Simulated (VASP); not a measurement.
Here is a VASP 6.6.1 calculation.

POSCAR

```
MgO
1.0
    0.0000000000      2.1021674167      2.1021674167
    2.1021674167      0.0000000000      2.1021674167
    2.1021674167      2.1021674167      0.0000000000
Mg O
1 1
Direct
    0.0000000000      0.0000000000      0.0000000000
    0.5000000000      0.5000000000      0.5000000000
```

File INCAR.step1:

```
SYSTEM = MgO
  ALGO = Normal
  EDIFF = 1E-4
  ENCUT = 520
  GGA = PE
  ISMEAR = 0
  LASPH = .True.
  LCHARG = .False.
  LREAL = .False.
  LWAVE = .True.
  NBANDS = 11
  NELM = 80
  PREC = Accurate
  SIGMA = 0.01
```

File INCAR.step2:

```
SYSTEM = MgO
  ALGO = Normal
  EDIFF = 1E-6
  ENCUT = 520
  ISIF = 2
  ISMEAR = 0
  ISTART = 1
  LASPH = .True.
  LCHARG = .True.
  LELF = .True.
  LMIXTAU = .True.
  LREAL = .False.
  LVHAR = .True.
  LWAVE = .False.
  METAGGA = R2SCAN
  NBANDS = 11
  NELM = 80
  PREC = Accurate
  SIGMA = 0.01
```

Contents of KPOINTS:

```
k-points
0
Gamma
  10 10 10
  0 0 0
```

Potentials or basis: VASP PAW PBE potentials, release 64 (Mg, O).

Run with:

```bash
$ cat potpaw_PBE.64/Mg/POTCAR potpaw_PBE.64/O/POTCAR > POTCAR
$ cp INCAR.step1 INCAR
$ mpirun -np 1 vasp_std > vasp.out
$ cp INCAR.step2 INCAR
$ mpirun -np 1 vasp_std > vasp.out
```

Task: Estimate the pressure.

Result: -1.1 GPa.

Task: Estimate the band gap on the k mesh.

Result: 5.66 eV, direct.

Caveat: the PAW data sets were made with another functional, which shifts forces and pressure a little. r2SCAN opens gaps a little over a GGA but as a rule still falls short of measured ones.
